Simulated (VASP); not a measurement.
A run of VASP 6.6.1:

INCAR

```
PREC     = Accurate       # precision mode
ENCUT    = 600            # plane-wave cutoff, eV
EDIFF    = 1E-6           # SCF threshold, eV
ISMEAR   = 0              # smearing method
SIGMA    = 0.15           # smearing width, eV
LREAL    = F              # projectors in reciprocal space
LASPH    = T              # aspherical terms in the spheres
NELM     = 60             # most SCF steps
ALGO     = Fast           # electronic algorithm
ISIF     = 3              # what is computed and relaxed
LWAVE    = F              # write WAVECAR
LCHARG   = F              # write CHGCAR
IBRION   = 2              # ionic algorithm
NSW      = 100            # ionic steps
EDIFFG   = -0.01          # ionic threshold
```

The input KPOINTS:

```
Automatic mesh
0
Gamma
  12 12 8
```

POSCAR

```
Pt
1.0
    2.7079582014      0.0000000000      0.0000000000
   -1.3539791007      2.3451605948      0.0000000000
    0.0000000000      0.0000000000      4.6781625695
Pt
2
Direct
    0.7244351178      0.4353259053      0.7596112950
    0.2755648822      0.5646740947      0.2403887050
```

Potentials or basis: VASP PAW LDA potentials, release 64 (Pt).

Launch:

```console
$ cat potpaw_LDA.64/Pt/POTCAR > POTCAR
$ mpirun -np 1 vasp_std > vasp.out
```

Hardware: 1 thread of Intel(R) Xeon(R) 6975P-C (Granite Rapids), on a shared host.

Task: Estimate the wall time of this run.

Result: Run time: 31 min on 1 thread of Intel(R) Xeon(R) 6975P-C (Granite Rapids), with other jobs on the host, peak memory 0.46 GiB. Counts: scf iterations 216, k points 580, ion steps 35.
